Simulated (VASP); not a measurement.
# Zn: single point with LDA

Crystal: Zn.

```xyz
2
Lattice="2.5647 0.0000 0.0000 -1.2824 2.2211 0.0000 0.0000 0.0000 4.7702" Properties=species:S:1:pos:R:3 pbc="T T T"
Zn    0.0000    1.4807    1.1925
Zn    1.2824    0.7404    3.5776
```

```
Program                : VASP 6.6.1
Task                   : single point
Functional             : LDA
Potentials or basis    : VASP PAW LDA potentials, release 64 (Zn)
Cutoff                 : 520 eV
k mesh                 : 19 × 19 × 9
Occupations            : gaussian, width 0.1 eV
Spin                   : no spin polarisation
Dipole correction      : no
Further INCAR settings : ALGO = Normal; EDIFF = 1e-07; NBANDS = 19
```

| Quantity | Value |
| --- | --- |
| Pressure | 0.7 GPa |
| Band gap on the k mesh | zero (bands 12 and 13 overlap by 4.76 eV) |

Stress tensor (GPa, compression positive):
```
 1.32  0.00  0.00
 0.00  1.32  0.00
 0.00  0.00 -0.42
```

Levels at points of the mesh, in eV from the Fermi level:
```csv
k point,band 9,band 10,band 11,band 12,band 13,band 14,band 15,band 16
"(0.00, 0.00, 0.00)",-7.59,-7.34,-7.34,-4.19,-3.00,14.53,18.47,18.88
```

Wall time 71 s on 1 thread of Intel(R) Xeon(R) Platinum 8488C (Sapphire Rapids), on a shared host, peak memory 0.19 GiB.
